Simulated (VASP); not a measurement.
Au:

```
Au
1.0
     2.86081    0.00000    0.00000
    -1.43040    2.47753    0.00000
     0.00000    0.00000    4.81405
Au
2
Direct
  0.66667 0.33333 0.25000
  0.33333 0.66667 0.75000
```

Base run:

```yaml
Program: VASP 6.6.1
Functional: PBE
Potentials_or_basis: VASP PAW PBE potentials, release 64 (Au)
Cutoff: 520 eV
k_mesh: 11 × 11 × 6
Occupations: fermi-dirac, width 0.05 eV
Spin: no spin polarisation
```

Its results: band gap on the k mesh zero (band 11 reaches 13.22 eV, above the bottom of band 12 at 6.79 eV); pressure 8.4 GPa.

The run is repeated on the same cell with these changes: functional from PBE to PBE0; k mesh from 11 × 11 × 6 to 6 × 6 × 4. What comes out?

Band gap on the k mesh zero (band 11 reaches 14.69 eV, above the bottom of band 12 at 5.18 eV); pressure 7.1 GPa.

Several settings changed at once, so the effect can't be laid on one alone.

Caveats: some runs use coarse meshes; spin-orbit coupling is left out, which moves the levels of the heavy elements; the PAW data sets were made with another functional, which shifts forces and pressure a little (some runs).
